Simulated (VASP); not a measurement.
Crystal: GaSb.

```
Ga Sb
1.0
     0.00000    3.05900    3.05900
     3.05900    0.00000    3.05900
     3.05900    3.05900    0.00000
Ga Sb
1 1
Cartesian
  0.0000 0.0000 0.0000
  1.5295 1.5295 1.5295
```

| Property | Result |
| --- | --- |
| Program | VASP 6.6.1 |
| Task | relaxation of cell and atoms |
| Functional | LDA |
| Potentials or basis | VASP PAW LDA potentials, release 64 (Ga_d, Sb) |
| Cutoff | 600 eV |
| k mesh | 10 × 10 × 10 |
| Occupations | gaussian, width 0.1 eV |
| Spin | no spin polarisation |

At the start: pressure -1.6 GPa; volume 28.62 Å³/atom.

**Question.** Where does the relaxation end?

**Answer.** Over 3 steps the energy falls by 4.4 meV/atom and the volume is 27.76 Å³/atom (-3.0 %); space group F-43m (No. 216, to 0.05 Å).

Step by step:
| step | energy change (eV) | largest force (eV/Å) | pressure (GPa) | volume (Å³) |
| --- | --- | --- | --- | --- |
| 1 | 0.0000 | 0.0000 | -1.59 | 57.25 |
| 2 | -0.0077 | 0.0000 | 0.59 | 54.93 |
| 3 | -0.0088 | 0.0000 | 0.00 | 55.52 |

Final structure:
```yaml
crystal:
  lattice:
    - [0.00000, 3.02782, 3.02782]
    - [3.02782, 0.00000, 3.02782]
    - [3.02782, 3.02782, 0.00000]
  atoms:
    - { symbol: Ga, position: [0.00000, 0.00000, 0.00000] }
    - { symbol: Sb, position: [0.25000, 0.25000, 0.25000] }
```
